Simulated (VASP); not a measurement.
Crystal: BaSi3.

```
Ba Si
1.0
     4.48722    0.00000    0.00000
     0.00000    4.48722    0.00000
     0.00000    0.00000    4.48722
Ba Si
1 3
Direct
  0.00000 0.00000 0.00000
  0.00000 0.50000 0.50000
  0.50000 0.50000 0.00000
  0.50000 0.00000 0.50000
```

Base run:

- Program: VASP 6.6.1
- Functional: PBE
- Potentials or basis: VASP PAW PBE potentials, release 64 (Ba_sv, Si)
- Cutoff: 520 eV
- k mesh: 8 × 8 × 8
- Occupations: gaussian, width 0.05 eV
- Spin: no spin polarisation

Its results: band gap on the k mesh zero (band 11 reaches 6.98 eV, above the bottom of band 12 at 5.00 eV); pressure 0.8 GPa.

Question: The run is repeated on the same cell with these changes: functional from PBE to PBEsol. What comes out?

Answer: Band gap on the k mesh zero (band 11 reaches 6.92 eV, above the bottom of band 12 at 4.93 eV); pressure -1.8 GPa.

PBEsol binds more tightly than PBE, so the same cell stands under less pressure.

Caveats: spin-orbit coupling is left out, which moves the levels of the heavy elements; the PAW data sets were made with another functional, which shifts forces and pressure a little (some runs).
